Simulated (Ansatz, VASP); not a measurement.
# InSe2 in VASP and in Ansatz

```xyz
6
Lattice="3.8949 0.0000 0.0000 0.0000 3.8949 0.0000 0.0000 0.0000 9.6262" Properties=species:S:1:pos:R:3 pbc="T T T"
In    0.0000    1.9474    6.8006
In    1.9474    0.0000    2.8256
Se    0.0000    1.9474    3.5252
Se    1.9474    0.0000    6.1010
Se    0.0000    0.0000    0.0000
Se    1.9474    1.9474    0.0000
```

Alike in both runs: task single point; functional PBEsol; k mesh 6 × 6 × 2; occupations gaussian, width 0.1 eV; no spin polarisation.

```csv
,VASP,Ansatz
version,VASP 6.6.1,Ansatz 0.2.0
potentials or method,"VASP PAW PBE potentials, release 64 (In_d, Se), cutoff 520 eV","scalar-relativistic, plane waves, PAW"
valence electrons in the cell,50,90
```

Ansatz gave:

- gap on the k mesh at the Fermi level (eV): none
- pressure (GPa): -3.5
- traceless stress, the component that is largest in VASP (GPa): 0.97
- rms of the force components (eV/Å): 0.032

Task: What did VASP give for the same quantities?

Result: gap on the k mesh at the Fermi level (eV): none; pressure (GPa): -3.4; traceless stress, the component that is largest in VASP (GPa): 0.93; rms of the force components (eV/Å): 0.031.

VASP's potentials were made for PBE, not for PBEsol. Atom by atom the forces differ by 0.001 eV/Å (rms over components). A gap of «none» marks a metal or a gap that the smearing closes. VASP's potentials hold 50 valence electrons a cell and Ansatz's 90, so a difference there can come from the potentials and not from the codes.
